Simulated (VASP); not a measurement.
Set up this calculation in VASP 6.6.1, as the native input.

```yaml
Task: single point
Functional: PBE
Potentials_or_basis: VASP PAW PBE potentials, release 64 (Ho_3, O), 4f in core
Cutoff: 600 eV
k_mesh: 14 × 14 × 12
Occupations: gaussian, width 0.1 eV
Spin: no spin polarisation
Dipole_correction: no
Mended: yes
Further_INCAR_settings: ALGO = Normal; EDIFF = 1e-06; NBANDS = 22
```

The structure of HoO3 lies in POSCAR:

```
HoO3
1.0
    3.3219149451      0.0000000000      0.0000000000
    0.0000000000      3.3219149451      0.0000000000
    0.0000000000      0.0000000000      4.3579963102
Ho O
1 3
Direct
    0.0000000000      0.0000000000      0.5000000000
    0.5000000000      0.5000000000      0.0000000000
    0.0000000000      0.0000000000      0.0000000000
    0.5000000000      0.5000000000      0.5000000000
```

The cell was built from a structure type or drawn by symmetry, and may not be a known phase.

The input as run:

INCAR

```
SYSTEM = HoO3
PREC = Accurate
ENCUT = 600
EDIFF = 1E-6
ISMEAR = 0
SIGMA = 0.1
LREAL = .False.
LASPH = .True.
NELM = 200
ALGO = Normal
ISIF = 2
LWAVE = .False.
LCHARG = .True.
GGA = PE
LELF = .True.
LVHAR = .True.
NBANDS = 22
GGA_COMPAT = .False.
LMAXMIX = 6
```

KPOINTS

```
Automatic mesh
0
Gamma
  14 14 12
  0 0 0
```

Potentials or basis: VASP PAW PBE potentials, release 64 (Ho_3, O), 4f in core.

Run with:

```sh
$ cat potpaw_PBE.64/Ho_3/POTCAR potpaw_PBE.64/O/POTCAR > POTCAR
$ mpirun -np 1 vasp_std > vasp.out
```

It gave:

```yaml
Pressure: 0.7 GPa
Band_gap_on_the_k_mesh: zero (an odd number of electrons rules out a gap without spin polarisation)
```

Caveat: spin-orbit coupling is left out, which moves the levels of the heavy elements; the 4f electrons are frozen in the core, so they carry no moment and show no levels; an odd number of electrons without spin polarisation forces a metal; a magnetic or distorted state may lie lower; the run has no spin polarisation, though such a crystal can be magnetic.

It took 2.8 min on 1 thread of Intel(R) Xeon(R) 6975P-C (Granite Rapids) (shared host), peak memory 0.4 GiB.
